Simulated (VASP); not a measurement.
# BP (F-43m) in VASP: notebook

The runs below take BP through single point, with PBEsol.

All numbers are computed with VASP 6.6.1; they aren't measurements. Logs are shortened: lines on timing, memory, paths and dates and some standing lists are left out, and cuts for length are marked.

## 1. The cell of the first run

The structure is cubic, space group F-43m (No. 216). Conventional cell: a = 4.598 Å, b = 4.598 Å, c = 4.598 Å, α = 90.00°, β = 90.00°, γ = 90.00°. Within 2.6 Å of B (site symmetry -43m) lie 4 P at 1.99 Å. P (site symmetry -43m) has 4 B at 1.99 Å within 2.6 Å.

## 2. Single point, PBEsol

INCAR reads:

```
SYSTEM = BP
  PREC = Accurate
  ENCUT = 520
  EDIFF = 1E-7
  ISMEAR = 0
  SIGMA = 0.01
  LREAL = .False.
  LASPH = .True.
  NELM = 80
  ALGO = Normal
  ISIF = 2
  LWAVE = .False.
  LCHARG = .False.
  GGA = PS
  NBANDS = 11
```

KPOINTS reads:

```
Automatic mesh
0
Gamma
  6 6 6
  0 0 0
```

POSCAR reads:

```
BP
1.0
    0.0000000000      2.2988586873      2.2988586873
    2.2988586873      0.0000000000      2.2988586873
    2.2988586873      2.2988586873      0.0000000000
B P
1 1
Direct
    0.0000000000      0.0000000000      0.0000000000
    0.2500000000      0.2500000000      0.2500000000
```

Potentials or basis: VASP PAW PBE potentials, release 64 (B, P).

Run with:

```console
$ cat potpaw_PBE.64/B/POTCAR potpaw_PBE.64/P/POTCAR > POTCAR
$ mpirun -np 1 vasp_std > vasp.out
```

OUTCAR:

```text
SYSTEM = BP
   PREC = Accurate
   ENCUT = 520
   EDIFF = 1E-7
   ISMEAR = 0
   LREAL = .False.
   LASPH = .True.
   NELM = 80
   ISIF = 2
   GGA = PS

 ion  position               nearest neighbor table
   1  0.000  0.000  0.000-   2 1.99   2 1.99   2 1.99   2 1.99
   2  0.250  0.250  0.250-   1 1.99   1 1.99   1 1.99   1 1.99

  LATTYP: Found a face centered cubic cell.
 ALAT       =     4.5977173746

  Lattice vectors:

 A1 = (   0.0000000000,   2.2988586873,   2.2988586873)
 A2 = (   2.2988586873,   0.0000000000,   2.2988586873)
 A3 = (   2.2988586873,   2.2988586873,   0.0000000000)

Analysis of symmetry for initial positions (statically):
=====================================================================
 Subroutine PRICEL returns:
 Original cell was already a primitive cell.

 Routine SETGRP: Setting up the symmetry group for a
 face centered cubic supercell.

 Subroutine GETGRP returns: Found 24 space group operations
 (whereof 24 operations were pure point group operations)
 out of a pool of 48 trial point group operations.

The static configuration has the point symmetry T_d .

Analysis of symmetry for dynamics (positions and initial velocities):
=====================================================================
 Subroutine PRICEL returns:
 Original cell was already a primitive cell.

 Routine SETGRP: Setting up the symmetry group for a
 face centered cubic supercell.

 Subroutine GETGRP returns: Found 24 space group operations
 (whereof 24 operations were pure point group operations)
 out of a pool of 48 trial point group operations.

The dynamic configuration has the point symmetry T_d .

 Subroutine INISYM returns: Found 24 space group operations
 (whereof 24 operations are pure point group operations),
 and found     1 'primitive' translations

----------------------------------------------------------------------------------------

                                     Primitive cell

  volume of cell :      24.2978

  direct lattice vectors                    reciprocal lattice vectors
     0.000000000  2.298858687  2.298858687    -0.217499232  0.217499232  0.217499232
     2.298858687  0.000000000  2.298858687     0.217499232 -0.217499232  0.217499232
     2.298858687  2.298858687  0.000000000     0.217499232  0.217499232 -0.217499232

  length of vectors
     3.251077134  3.251077134  3.251077134     0.376719721  0.376719721  0.376719721

  position of ions in fractional coordinates (direct lattice)
     0.000000000  0.000000000  0.000000000
     0.250000000  0.250000000  0.250000000

  ion indices of the primitive-cell ions
   primitive index   ion index
                 1           1
                 2           2

----------------------------------------------------------------------------------------

 KPOINTS: Automatic mesh

Automatic generation of k-mesh.
 Grid dimensions read from file:
 generate k-points for:    6    6    6

 Generating k-lattice:

  Cartesian coordinates                     Fractional coordinates (reciprocal lattice)
    -0.036249872  0.036249872  0.036249872     0.166666667  0.000000000  0.000000000
     0.036249872 -0.036249872  0.036249872     0.000000000  0.166666667  0.000000000
     0.036249872  0.036249872 -0.036249872     0.000000000  0.000000000  0.166666667

  Length of vectors
     0.062786620  0.062786620  0.062786620

  Shift w.r.t. Gamma in fractional coordinates (k-lattice)
     0.000000000  0.000000000  0.000000000

 Subroutine IBZKPT returns following result:
 ===========================================

 Found     16 irreducible k-points:

 Following reciprocal coordinates:
            Coordinates               Weight
  0.000000  0.000000  0.000000      1.000000
  0.166667  0.000000  0.000000      8.000000
  0.333333  0.000000  0.000000      8.000000
  0.500000  0.000000  0.000000      4.000000
  0.166667  0.166667  0.000000      6.000000
  0.333333  0.166667  0.000000     24.000000
[... 8 lines left out ...]
 -0.333333  0.333333  0.166667     24.000000
 -0.333333  0.500000  0.166667     12.000000
   k-points           NKPTS =     16   k-points in BZ     NKDIM =     16   number of bands    NBANDS=     11
   number of dos      NEDOS =    301   number of ions     NIONS =      2
   total plane-waves  NPLWV =  13824
   dimension x,y,z NGX =    24 NGY =   24 NGZ =   24
   dimension x,y,z NGXF=    48 NGYF=   48 NGZF=   48
   ions per type =               1   1
   NGX,Y,Z   is equivalent  to a cutoff of  12.27, 12.27, 12.27 a.u.
   NGXF,Y,Z  is equivalent  to a cutoff of  24.55, 24.55, 24.55 a.u.
 SYSTEM =  BP
   PREC   = accura    normal or accurate (medium, high low for compatibility)
   ISTART =      0    job   : 0-new  1-cont  2-samecut
   ICHARG =      2    charge: 1-file 2-atom 10-const
   ISPIN  =      1    spin polarized calculation?
   LNONCOLLINEAR =      F non collinear calculations
   LSORBIT =      F    spin-orbit coupling
   LASPH  =      T    aspherical Exc in radial PAW
   ENCUT  =  520.0 eV  38.22 Ry    6.18 a.u.   6.04  6.04  6.04*2*pi/ulx,y,z
   NELM   =     80;   NELMIN=  2; NELMDL= -5     # of ELM steps
   EDIFF  = 0.1E-06   stopping-criterion for ELM
   LREAL  =      F    real-space projection
   EDIFFG = 0.1E-05   stopping-criterion for IOM
   NSW    =      0    number of steps for IOM
   IBRION =     -1    ionic relax: 0-MD 1-quasi-New 2-CG
   NFREE  =      0    steps in history (QN), initial steepest desc. (CG)
   ISIF   =      2    stress and relaxation
   ISYM   =      2    0-nonsym 1-usesym 2-fastsym
   POTIM  = 0.5000    time-step for ionic-motion
   TEBEG  =    0.0;   TEEND  =   0.0 temperature during run
   PSTRESS=    0.0 pullay stress
   NELECT =       8.0000    total number of electrons
   NUPDOWN=      -1.0000    fix difference up-down
   EMIN   =  10.00;   EMAX   =-10.00  energy-range for DOS
   EFERMI =   0.00;   METHOD = LEGACY
   ISMEAR =     0;   SIGMA  =   0.01  broadening in eV -4-tet -1-fermi 0-gaus
   EFERMI_NEDOS =   21; number of points for ismear=-14 and -15
   IALGO  =     38    algorithm
   IMIX   =      4    mixing-type and parameters
     AMIX     =   0.40;   BMIX     =  1.00
     AMIX_MAG =   1.60;   BMIX_MAG =  1.00
  volume/ion in A,a.u.               =      12.15        81.98
  Fermi-wavevector in a.u.,A,eV,Ry     =   1.130444  2.136230 17.386948  1.277905
  Thomas-Fermi vector in A             =   2.267141
   LORBIT       =      0    0 simple, 1 ext, 2 COOP (PROOUT), +10 PAW based schemes
   GGA     = PS    functional components
   LHFCALC =     F    Hartree Fock is set to
   AEXX    =    0.0000 exact exchange contribution
   IVDW    =     0    specifies the selected vdW correction
   LEPSILON=     F    determine dielectric tensor
   LRPA    =     F    only Hartree local field effects (RPA)
 non-spin polarized calculation
 Gauss-broadening in eV      SIGMA  =   0.01
  energy-cutoff  :      520.00
  volume of cell :       24.30
 maximum number of plane-waves:       662
   NGX = 13   NGY = 13   NGZ = 13

 number of electron       7.9999999 magnetization

 Free energy of the ion-electron system (eV)
  ---------------------------------------------------
  ext. energy  EPLUGINS =         0.00000000
  ---------------------------------------------------
  free energy    TOTEN  =       -13.62670519 eV

  energy without entropy =      -13.62670519  energy(sigma->0) =      -13.62670519

 E-fermi :   7.0424     XC(G=0): -10.8789

 val. band max:        6.9538785770   @ k =   0.0000   0.0000   0.0000
 cond. band min:       8.2494511976   @ k =   0.5000   0.5000   0.0000
 fundamental gap:      1.2955726206
 Fermi energy:         7.0424197693

 k-point     1 :       0.0000    0.0000    0.0000
  band No.  band energies     occupation
      1      -8.2002      2.00000
      2       6.9539      2.00000
      3       6.9539      2.00000
      4       6.9539      2.00000
      5      10.2531      0.00000
      6      10.2531      0.00000
      7      10.2531      0.00000
      8      13.7109      0.00000
      9      17.9322      0.00000
     10      18.9591      0.00000
     11      18.9591      0.00000

 k-point     2 :       0.1667    0.0000    0.0000
  band No.  band energies     occupation
      1      -7.7169      2.00000
      2       4.1582      2.00000
      3       6.3035      2.00000
      4       6.3035      2.00000
      5      10.7781      0.00000
      6      11.1366      0.00000
      7      11.1366      0.00000
      8      15.0920      0.00000
      9      17.7593      0.00000
     10      17.7593      0.00000
     11      19.1592      0.00000

 k-point     3 :       0.3333    0.0000    0.0000
  band No.  band energies     occupation
      1      -6.3446      2.00000
      2       0.3549      2.00000
      3       5.5181      2.00000
      4       5.5181      2.00000
      5      10.5848      0.00000
      6      11.7001      0.00000
      7      11.7001      0.00000
      8      16.6896      0.00000
      9      18.6464      0.00000
     10      18.6464      0.00000
     11      19.8010      0.00000

 k-point     4 :       0.5000    0.0000    0.0000
  band No.  band energies     occupation
      1      -4.9973      2.00000
      2      -1.8670      2.00000
      3       5.2350      2.00000
      4       5.2350      2.00000
      5      10.4535      0.00000
      6      11.5745      0.00000
      7      11.5745      0.00000
      8      16.7463      0.00000
      9      21.2095      0.00000
     10      21.2887      0.00000
     11      21.2887      0.00000
[... 127 lines left out ...]
 k-point    14 :       0.5000    0.3333    0.1667
  band No.  band energies     occupation
      1      -5.1625      2.00000
      2       0.5241      2.00000
      3       2.0732      2.00000
      4       3.7716      2.00000
      5      10.8507      0.00000
      6      12.3396      0.00000
      7      13.1697      0.00000
      8      16.1754      0.00000
      9      19.2872      0.00000
     10      20.1869      0.00000
     11      24.0032      0.00000

 k-point    15 :      -0.3333    0.3333    0.1667
  band No.  band energies     occupation
      1      -3.9238      2.00000
      2      -0.9894      2.00000
      3       1.5768      2.00000
      4       3.0845      2.00000
      5      11.3667      0.00000
      6      12.4446      0.00000
      7      15.2678      0.00000
      8      15.8170      0.00000
      9      17.1752      0.00000
     10      21.4278      0.00000
     11      23.8993      0.00000

 k-point    16 :      -0.3333    0.5000    0.1667
  band No.  band energies     occupation
      1      -3.3436      2.00000
      2      -1.0999      2.00000
      3       1.7913      2.00000
      4       1.9172      2.00000
      5      10.7011      0.00000
      6      11.2264      0.00000
      7      15.8009      0.00000
      8      16.3890      0.00000
      9      19.5623      0.00000
     10      22.7764      0.00000
     11      22.8403      0.00000

------------------------ aborting loop because EDIFF is reached ----------------------------------------

  FORCE on cell =-STRESS in cart. coord.  units (eV):
  Direction    XX          YY          ZZ          XY          YZ          ZX
  --------------------------------------------------------------------------------------
  -------------------------------------------------------------------------------------
  Total       -1.1584006     -1.1584006     -1.1584006      0.0000000      0.0000000      0.0000000
  in kB      -76.3840269    -76.3840269    -76.3840269      0.0000000      0.0000000      0.0000000
  external PRESSURE =     -76.3840269 kB  Pullay stress =       0.0000000 kB

 VOLUME and BASIS-vectors are now :
 -----------------------------------------------------------------------------
  energy-cutoff  :      520.00
  volume of cell :       24.30
      direct lattice vectors                 reciprocal lattice vectors
     0.000000000  2.298858687  2.298858687    -0.217499232  0.217499232  0.217499232
     2.298858687  0.000000000  2.298858687     0.217499232 -0.217499232  0.217499232
     2.298858687  2.298858687  0.000000000     0.217499232  0.217499232 -0.217499232

 POSITION                                       TOTAL-FORCE (eV/Angst)
 -----------------------------------------------------------------------------------
      0.00000      0.00000      0.00000        -0.000000      0.000000      0.000000
      1.14943      1.14943      1.14943         0.000000     -0.000000     -0.000000
 -----------------------------------------------------------------------------------
    total drift:                                0.000000      0.000000      0.000000

  FREE ENERGIE OF THE ION-ELECTRON SYSTEM (eV)
  ---------------------------------------------------
  free  energy   TOTEN  =       -13.6267051929 eV

  energy  without entropy=      -13.6267051929  energy(sigma->0) =      -13.62670519
```

Wall time 9.5 s (1 thread of Intel Xeon 6975P-C, shared host); peak memory 0.1 GiB.

Results:

- Free energy: -13.6267 eV
- Pressure: -7.6 GPa
- Band gap on the k mesh: 1.30 eV, indirect (least direct gap 3.30 eV)

Caveat: the PAW data sets were made with another functional, which shifts forces and pressure a little.

## 3. Single point, PBEsol

This run uses another cell than the first one, of 12.38 Å³/atom, 1.019 times its volume.

INCAR reads:

```
SYSTEM = BP
PREC = Accurate
ENCUT = 520
EDIFF = 1E-6
ISMEAR = 0
SIGMA = 0.01
LREAL = .False.
LASPH = .True.
NELM = 60
ALGO = Normal
ISIF = 2
LWAVE = .False.
LCHARG = .False.
GGA = PS
NBANDS = 11
```

KPOINTS is that of step 2.

POSCAR reads:

```
BP
1.0
    0.0000000000      2.3135014941      2.3135014941
    2.3135014941      0.0000000000      2.3135014941
    2.3135014941      2.3135014941      0.0000000000
B P
1 1
Direct
    0.0000000000      0.0000000000      0.0000000000
    0.2500000000      0.2500000000      0.2500000000
```

Potentials or basis: VASP PAW PBE potentials, release 64 (B, P).

Run with:

```console
$ cat potpaw_PBE.64/B/POTCAR potpaw_PBE.64/P/POTCAR > POTCAR
$ mpirun -np 1 vasp_std > vasp.out
```

Run time: 9.5 s. Hardware: 1 thread of Intel Xeon 6975P-C, shared host; peak memory 0.1 GiB.

Results (log left out):

```yaml
Free_energy: -13.6009 eV
Pressure: -10.2 GPa
Band_gap_on_the_k_mesh: 1.33 eV, indirect (least direct gap 3.27 eV)
```

Levels at points of the mesh, in eV from the valence-band top:
| k point | band 1 | band 2 | band 3 | band 4 | band 5 | band 6 | band 7 | band 8 |
| --- | --- | --- | --- | --- | --- | --- | --- | --- |
| (0.00, 0.00, 0.00) | -14.99 | 0.00 | 0.00 | 0.00 | 3.27 | 3.27 | 3.27 | 6.48 |
| (0.50, 0.00, 0.00) | -11.86 | -8.69 | -1.69 | -1.69 | 3.39 | 4.61 | 4.61 | 9.73 |
| (0.50, 0.50, 0.00) | -10.41 | -8.30 | -3.94 | -3.94 | 1.33 | 1.57 | 11.56 | 11.56 |

Caveat: the PAW data sets were made with another functional, which shifts forces and pressure a little. A k mesh can miss the band edges.
